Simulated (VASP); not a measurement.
# WS2 in VASP: notebook

WS2 is run at these levels: PBEsol; tasks: single point.

Everything below comes from runs of VASP 6.6.1. Logs are shortened: lines on timing, memory, paths and dates and some standing lists are left out, and cuts for length are marked.

### Step 1. The cell of the first run

The cell holds a slab with vacuum, 6 atoms: a = 3.183 Å, b = 3.183 Å, c = 23.669 Å, α = 90.00°, β = 90.00°, γ = 120.00°.

### Step 2. Single point, PBEsol

Input file INCAR:

```
PREC = Accurate
ENCUT = 520
EDIFF = 1E-6
ISMEAR = -1
SIGMA = 0.1
LREAL = F
LASPH = T
NELM = 80
ALGO = Normal
ISIF = 2
LWAVE = F
LCHARG = F
GGA = PS
NBANDS = 35
```

Input file KPOINTS:

```
regular mesh
0
Gamma
  3 3 1
```

Input file POSCAR:

```
WS2
1.0
    3.1832090000      0.0000000000      0.0000000000
   -1.5916045000      2.7567398596      0.0000000000
    0.0000000000      0.0000000000     23.6687630000
W S
2 4
Direct
    0.3333333333      0.6666666667      0.6373180000
    0.6666666667      0.3333333333      0.3626820000
    0.3333333333      0.6666666667      0.2968160000
    0.6666666667      0.3333333333      0.5714420000
    0.3333333333      0.6666666667      0.4285580000
    0.6666666667      0.3333333333      0.7031840000
```

Potentials or basis: VASP PAW PBE potentials, release 64 (W_sv, S).

On the command line:

```console
$ cat potpaw_PBE.64/W_sv/POTCAR potpaw_PBE.64/S/POTCAR > POTCAR
$ mpirun -np 1 vasp_std > vasp.out
```

OUTCAR:

```text
PREC = Accurate
   ENCUT = 520
   EDIFF = 1E-6
   ISMEAR = -1
   LREAL = F
   LASPH = T
   NELM = 80
   ISIF = 2
   GGA = PS

 ion  position               nearest neighbor table
   1  0.333  0.667  0.637-   6 2.41   6 2.41   6 2.41   4 2.41   4 2.41   4 2.41
   2  0.667  0.333  0.363-   3 2.41   3 2.41   3 2.41   5 2.41   5 2.41   5 2.41
   3  0.333  0.667  0.297-   2 2.41   2 2.41   2 2.41
   4  0.667  0.333  0.571-   1 2.41   1 2.41   1 2.41
   5  0.333  0.667  0.429-   2 2.41   2 2.41   2 2.41
   6  0.667  0.333  0.703-   1 2.41   1 2.41   1 2.41

  LATTYP: Found a hexagonal cell.
 ALAT       =     3.1832090000
 C/A-ratio  =     7.4355039207

  Lattice vectors:

 A1 = (   3.1832090000,   0.0000000000,   0.0000000000)
 A2 = (  -1.5916045000,   2.7567398596,   0.0000000000)
 A3 = (   0.0000000000,   0.0000000000,  23.6687630000)

Analysis of symmetry for initial positions (statically):
=====================================================================
 Subroutine PRICEL returns:
 Original cell was already a primitive cell.

 Routine SETGRP: Setting up the symmetry group for a
 hexagonal supercell.

 Subroutine GETGRP returns: Found 12 space group operations
 (whereof 12 operations were pure point group operations)
 out of a pool of 24 trial point group operations.

The static configuration has the point symmetry D_3d.

Analysis of symmetry for dynamics (positions and initial velocities):
=====================================================================
 Subroutine PRICEL returns:
 Original cell was already a primitive cell.

 Routine SETGRP: Setting up the symmetry group for a
 hexagonal supercell.

 Subroutine GETGRP returns: Found 12 space group operations
 (whereof 12 operations were pure point group operations)
 out of a pool of 24 trial point group operations.

The dynamic configuration has the point symmetry D_3d.

 Subroutine INISYM returns: Found 12 space group operations
 (whereof 12 operations are pure point group operations),
 and found     1 'primitive' translations

----------------------------------------------------------------------------------------

                                     Primitive cell

  volume of cell :     207.7000

  direct lattice vectors                    reciprocal lattice vectors
     3.183209000  0.000000000  0.000000000     0.314148396  0.181373661  0.000000000
    -1.591604500  2.756739860  0.000000000     0.000000000  0.362747321  0.000000000
     0.000000000  0.000000000 23.668763000     0.000000000  0.000000000  0.042249779

  length of vectors
     3.183209000  3.183209000 23.668763000     0.362747321  0.362747321  0.042249779

  position of ions in fractional coordinates (direct lattice)
     0.333333333  0.666666667  0.637318000
     0.666666667  0.333333333  0.362682000
     0.333333333  0.666666667  0.296816000
     0.666666667  0.333333333  0.571442000
     0.333333333  0.666666667  0.428558000
     0.666666667  0.333333333  0.703184000

  ion indices of the primitive-cell ions
   primitive index   ion index
                 1           1
                 2           2
                 3           3
                 4           4
                 5           5
                 6           6

----------------------------------------------------------------------------------------

 KPOINTS: regular mesh

Automatic generation of k-mesh.
 Grid dimensions read from file:
 generate k-points for:    3    3    1

 Generating k-lattice:

  Cartesian coordinates                     Fractional coordinates (reciprocal lattice)
     0.104716132  0.060457887  0.000000000     0.333333333  0.000000000  0.000000000
     0.000000000  0.120915774  0.000000000     0.000000000  0.333333333  0.000000000
     0.000000000  0.000000000  0.042249779     0.000000000  0.000000000  1.000000000

  Length of vectors
     0.120915774  0.120915774  0.042249779

  Shift w.r.t. Gamma in fractional coordinates (k-lattice)
     0.000000000  0.000000000  0.000000000

 Subroutine IBZKPT returns following result:
 ===========================================

 Found      3 irreducible k-points:

 Following reciprocal coordinates:
            Coordinates               Weight
  0.000000  0.000000  0.000000      1.000000
  0.333333  0.000000  0.000000      6.000000
  0.333333  0.333333  0.000000      2.000000
   k-points           NKPTS =      3   k-points in BZ     NKDIM =      3   number of bands    NBANDS=     35
   number of dos      NEDOS =    301   number of ions     NIONS =      6
   total plane-waves  NPLWV = 103680
   dimension x,y,z NGX =    24 NGY =   24 NGZ =  180
   dimension x,y,z NGXF=    48 NGYF=   48 NGZF=  360
   ions per type =               2   4
   NGX,Y,Z   is equivalent  to a cutoff of  12.53, 12.53, 12.64 a.u.
   NGXF,Y,Z  is equivalent  to a cutoff of  25.07, 25.07, 25.29 a.u.
 SYSTEM =  unknown system
   PREC   = accura    normal or accurate (medium, high low for compatibility)
   ISTART =      0    job   : 0-new  1-cont  2-samecut
   ICHARG =      2    charge: 1-file 2-atom 10-const
   ISPIN  =      1    spin polarized calculation?
   LNONCOLLINEAR =      F non collinear calculations
   LSORBIT =      F    spin-orbit coupling
   LASPH  =      T    aspherical Exc in radial PAW
   ENCUT  =  520.0 eV  38.22 Ry    6.18 a.u.   5.92  5.92 44.01*2*pi/ulx,y,z
   NELM   =     80;   NELMIN=  2; NELMDL= -5     # of ELM steps
   EDIFF  = 0.1E-05   stopping-criterion for ELM
   LREAL  =      F    real-space projection
   EDIFFG = 0.1E-04   stopping-criterion for IOM
   NSW    =      0    number of steps for IOM
   IBRION =     -1    ionic relax: 0-MD 1-quasi-New 2-CG
   NFREE  =      0    steps in history (QN), initial steepest desc. (CG)
   ISIF   =      2    stress and relaxation
   ISYM   =      2    0-nonsym 1-usesym 2-fastsym
   POTIM  = 0.5000    time-step for ionic-motion
   TEBEG  =    0.0;   TEEND  =   0.0 temperature during run
   PSTRESS=    0.0 pullay stress
   NELECT =      52.0000    total number of electrons
   NUPDOWN=      -1.0000    fix difference up-down
   EMIN   =  10.00;   EMAX   =-10.00  energy-range for DOS
   EFERMI =   0.00;   METHOD = LEGACY
   ISMEAR =    -1;   SIGMA  =   0.10  broadening in eV -4-tet -1-fermi 0-gaus
   EFERMI_NEDOS =   21; number of points for ismear=-14 and -15
   IALGO  =     38    algorithm
   IMIX   =      4    mixing-type and parameters
     AMIX     =   0.40;   BMIX     =  1.00
     AMIX_MAG =   1.60;   BMIX_MAG =  1.00
  volume/ion in A,a.u.               =      34.62       233.60
  Fermi-wavevector in a.u.,A,eV,Ry     =   1.031804  1.949826 14.485021  1.064619
  Thomas-Fermi vector in A             =   2.165970
   LORBIT       =      0    0 simple, 1 ext, 2 COOP (PROOUT), +10 PAW based schemes
   GGA     = PS    functional components
   LHFCALC =     F    Hartree Fock is set to
   AEXX    =    0.0000 exact exchange contribution
   IVDW    =     0    specifies the selected vdW correction
   LEPSILON=     F    determine dielectric tensor
   LRPA    =     F    only Hartree local field effects (RPA)
 non-spin polarized calculation
  energy-cutoff  :      520.00
  volume of cell :      207.70
 maximum number of plane-waves:      5628
 NGX is ok and might be reduce to    24
   NGX = 11   NGY = 11   NGZ = 89

 number of electron      52.0000000 magnetization

 Free energy of the ion-electron system (eV)
  ---------------------------------------------------
  ext. energy  EPLUGINS =         0.00000000
  ---------------------------------------------------
  free energy    TOTEN  =       -50.44244698 eV

  energy without entropy =      -50.44196980  energy(sigma->0) =      -50.44220839

 E-fermi :   1.6589     XC(G=0):  -6.1947

 val. band max:        0.9577299263   @ k =   0.0000   0.0000   0.0000
 cond. band min:       2.4696939904   @ k =   0.3333   0.3333   0.0000
 fundamental gap:      1.5119640641
 Fermi energy:         1.6589365666

 k-point     1 :       0.0000    0.0000    0.0000
  band No.  band energies     occupation
      1     -73.2078      2.00000
      2     -73.2078      2.00000
      3     -37.5231      2.00000
      4     -37.5231      2.00000
      5     -37.2788      2.00000
      6     -37.2788      2.00000
[... 27 lines left out ...]
     34       3.7801      0.00000
     35       5.7003      0.00000

 k-point     2 :       0.3333    0.0000    0.0000
  band No.  band energies     occupation
      1     -73.1951      2.00000
      2     -73.1951      2.00000
      3     -37.5327      2.00000
      4     -37.5327      2.00000
      5     -37.4766      2.00000
      6     -37.4766      2.00000
[... 27 lines left out ...]
     34       5.2230      0.00000
     35       7.1550      0.00000

 k-point     3 :       0.3333    0.3333    0.0000
  band No.  band energies     occupation
      1     -73.1888      2.00000
      2     -73.1888      2.00000
      3     -37.5309      2.00000
      4     -37.5309      2.00000
      5     -37.4963      2.00000
      6     -37.4963      2.00000
[... 27 lines left out ...]
     34       6.2091      0.00000
     35       7.3829      0.00000

------------------------ aborting loop because EDIFF is reached ----------------------------------------

  FORCE on cell =-STRESS in cart. coord.  units (eV):
  Direction    XX          YY          ZZ          XY          YZ          ZX
  --------------------------------------------------------------------------------------
  -------------------------------------------------------------------------------------
  Total       -2.1015700     -2.1015700     -1.6810661      0.0000000      0.0000000      0.0000000
  in kB      -16.2113038    -16.2113038    -12.9675779      0.0000000      0.0000000      0.0000000
  external PRESSURE =     -15.1300618 kB  Pullay stress =       0.0000000 kB

 VOLUME and BASIS-vectors are now :
 -----------------------------------------------------------------------------
  energy-cutoff  :      520.00
  volume of cell :      207.70
      direct lattice vectors                 reciprocal lattice vectors
     3.183209000  0.000000000  0.000000000     0.314148396  0.181373661  0.000000000
    -1.591604500  2.756739860  0.000000000     0.000000000  0.362747321  0.000000000
     0.000000000  0.000000000 23.668763000     0.000000000  0.000000000  0.042249779

 POSITION                                       TOTAL-FORCE (eV/Angst)
 -----------------------------------------------------------------------------------
     -0.00000      1.83783     15.08453        -0.000000      0.000000      0.029224
      1.59160      0.91891      8.58423         0.000000     -0.000000     -0.029224
     -0.00000      1.83783      7.02527        -0.000000     -0.000000      0.282887
      1.59160      0.91891     13.52533         0.000000     -0.000000      0.268012
     -0.00000      1.83783     10.14344        -0.000000     -0.000000     -0.268012
      1.59160      0.91891     16.64350         0.000000      0.000000     -0.282887
 -----------------------------------------------------------------------------------
    total drift:                               -0.000000     -0.000000     -0.000000

  FREE ENERGIE OF THE ION-ELECTRON SYSTEM (eV)
  ---------------------------------------------------
  free  energy   TOTEN  =       -50.4424469832 eV

  energy  without entropy=      -50.4419697990  energy(sigma->0) =      -50.44220839
```

Wall time 50 s (1 thread of AMD EPYC 7R13 (Zen 3), shared host); peak memory 0.27 GiB.

Results:

```yaml
Free_energy: -50.4424 eV
Largest_force: 0.283 eV/Å
Band_gap_on_the_k_mesh: 1.51 eV, indirect (least direct gap 1.73 eV)
```

Forces in eV/Å, atoms in the order of the input:
```
W    0.000  0.000  0.029
W    0.000  0.000 -0.029
S    0.000  0.000  0.283
S    0.000  0.000  0.268
S    0.000  0.000 -0.268
S    0.000  0.000 -0.283
```

Caveat: the k points lie up to 0.76 Å⁻¹ apart; the PAW data sets were made with another functional, which shifts forces and pressure a little; spin-orbit coupling is left out, which moves the levels of the heavy elements.

### Step 3. Single point, PBEsol

Input file INCAR:

```
SYSTEM = WS2
  PREC = Accurate
  ENCUT = 520
  EDIFF = 1E-6
  ISMEAR = -1
  SIGMA = 0.1
  LREAL = .False.
  LASPH = .True.
  NELM = 60
  ALGO = Normal
  ISIF = 2
  LWAVE = .False.
  LCHARG = .False.
  GGA = PS
  NBANDS = 35
```

Input file KPOINTS:

```
Automatic mesh
0
Gamma
  4 4 1
  0 0 0
```

POSCAR is that of step 2.

Potentials or basis: VASP PAW PBE potentials, release 64 (W_sv, S).

On the command line:

```console
$ cat potpaw_PBE.64/W_sv/POTCAR potpaw_PBE.64/S/POTCAR > POTCAR
$ mpirun -np 1 vasp_std > vasp.out
```

OUTCAR:

```text
SYSTEM = WS2
   PREC = Accurate
   ENCUT = 520
   EDIFF = 1E-6
   ISMEAR = -1
   LREAL = .False.
   LASPH = .True.
   NELM = 60
   ISIF = 2
   GGA = PS

 ion  position               nearest neighbor table
   1  0.333  0.667  0.637-   6 2.41   6 2.41   6 2.41   4 2.41   4 2.41   4 2.41
   2  0.667  0.333  0.363-   3 2.41   3 2.41   3 2.41   5 2.41   5 2.41   5 2.41
   3  0.333  0.667  0.297-   2 2.41   2 2.41   2 2.41
   4  0.667  0.333  0.571-   1 2.41   1 2.41   1 2.41
   5  0.333  0.667  0.429-   2 2.41   2 2.41   2 2.41
   6  0.667  0.333  0.703-   1 2.41   1 2.41   1 2.41
[... 336 lines left out ...]
  -------------------------------------------------------------------------------------
  Total       -2.7110621     -2.7110621     -1.0150223      0.0000000      0.0000000     -0.0000000
  in kB      -20.9128653    -20.9128653     -7.8297819      0.0000000      0.0000000     -0.0000000
  external PRESSURE =     -16.5518375 kB  Pullay stress =       0.0000000 kB

 VOLUME and BASIS-vectors are now :
 -----------------------------------------------------------------------------
  energy-cutoff  :      520.00
  volume of cell :      207.70
      direct lattice vectors                 reciprocal lattice vectors
     3.183209000  0.000000000  0.000000000     0.314148396  0.181373661  0.000000000
    -1.591604500  2.756739860  0.000000000     0.000000000  0.362747321  0.000000000
     0.000000000  0.000000000 23.668763000     0.000000000  0.000000000  0.042249779

 POSITION                                       TOTAL-FORCE (eV/Angst)
 -----------------------------------------------------------------------------------
     -0.00000      1.83783     15.08453         0.000000      0.000000      0.013702
      1.59160      0.91891      8.58423        -0.000000     -0.000000     -0.013702
     -0.00000      1.83783      7.02527        -0.000000     -0.000000      0.151562
      1.59160      0.91891     13.52533         0.000000      0.000000      0.121572
     -0.00000      1.83783     10.14344         0.000000     -0.000000     -0.121572
      1.59160      0.91891     16.64350         0.000000     -0.000000     -0.151562
 -----------------------------------------------------------------------------------
    total drift:                               -0.000000     -0.000000     -0.000000

  FREE ENERGIE OF THE ION-ELECTRON SYSTEM (eV)
  ---------------------------------------------------
  free  energy   TOTEN  =       -50.6078297179 eV

  energy  without entropy=      -50.6077638946  energy(sigma->0) =      -50.60779681
```

stdout:

```text
POSCAR found type information on POSCAR W S
 POSCAR found :  2 types and       6 ions
 scaLAPACK will be used
 -----------------------------------------------------------------------------
|                                                                             |
|                                                                             |
|     You enforced a specific xc type in the INCAR file but a different       |
|     I HOPE YOU KNOW WHAT YOU ARE DOING!                                     |
|                                                                             |
 -----------------------------------------------------------------------------

 LDA part: xc-table for (Slater+PW92), standard interpolation
 POSCAR, INCAR and KPOINTS ok, starting setup
 FFT: planning ... GRIDC
 FFT: planning ... GRID_SOFT
 FFT: planning ... GRID
 WAVECAR not read
 entering main loop
```

Wall time 55 s (1 thread of AMD EPYC 7R13 (Zen 3), shared host); peak memory 0.27 GiB.

Results:

```
Free energy            : -50.6078 eV
Largest force          : 0.152 eV/Å
Band gap on the k mesh : 1.87 eV, indirect (least direct gap 2.58 eV)
```

Forces in eV/Å, atoms in the order of the input:
```
W    0.000  0.000  0.014
W    0.000  0.000 -0.014
S    0.000  0.000  0.152
S    0.000  0.000  0.122
S    0.000  0.000 -0.122
S    0.000  0.000 -0.152
```

Levels at points of the mesh, in eV from the valence-band top:
```csv
k point,band 24,band 25,band 26,band 27,band 28,band 29
"(0.00, 0.00, 0.00)",-1.96,-0.49,0.00,2.58,2.58,2.58
"(0.50, 0.00, 0.00)",-1.57,-1.28,-1.23,2.53,2.54,2.95
```

Caveat: the k points lie up to 0.57 Å⁻¹ apart; the PAW data sets were made with another functional, which shifts forces and pressure a little; spin-orbit coupling is left out, which moves the levels of the heavy elements.

### Step 4. Single point, PBEsol

Input file INCAR:

```
SYSTEM = WS2
PREC = Accurate ; ENCUT = 520
EDIFF = 1E-6 ; ISMEAR = -1
SIGMA = 0.1 ; LREAL = .FALSE.
LASPH = .TRUE. ; NELM = 80
ALGO = Normal ; ISIF = 2
LWAVE = .FALSE. ; LCHARG = .TRUE.
GGA = PS ; LELF = .TRUE.
LVHAR = .TRUE. ; NBANDS = 35
```

Input file KPOINTS:

```
Automatic mesh
0
G
  5 5 1
  0 0 0
```

POSCAR is that of step 3.

On the command line:

```console
$ cat potpaw_PBE.64/W_sv/POTCAR potpaw_PBE.64/S/POTCAR > POTCAR
$ mpirun -np 1 vasp_std > vasp.out
```

It took 64 s on 1 thread of AMD EPYC 7R13 (Zen 3), shared host; peak memory 0.28 GiB.

It converged, with:

```yaml
Free_energy: -50.4965 eV
Largest_force: 0.097 eV/Å
Band_gap_on_the_k_mesh: 1.66 eV, indirect (least direct gap 2.58 eV)
```

Forces in eV/Å, atoms in the order of the input:
```
W    0.000  0.000  0.008
W    0.000  0.000 -0.008
S    0.000  0.000  0.097
S    0.000  0.000  0.070
S    0.000  0.000 -0.070
S    0.000  0.000 -0.097
```

Levels at points of the mesh, in eV from the valence-band top:
| k point | band 22 | band 23 | band 24 | band 25 | band 26 | band 27 | band 28 | band 29 | band 30 | band 31 |
| --- | --- | --- | --- | --- | --- | --- | --- | --- | --- | --- |
| (0.00, 0.00, 0.00) | -1.97 | -1.96 | -1.96 | -0.49 | 0.00 | 2.58 | 2.58 | 2.58 | 2.58 | 2.76 |

Caveat: the k points lie up to 0.46 Å⁻¹ apart; the PAW data sets were made with another functional, which shifts forces and pressure a little; spin-orbit coupling is left out, which moves the levels of the heavy elements.

[end of part 1 of 2]
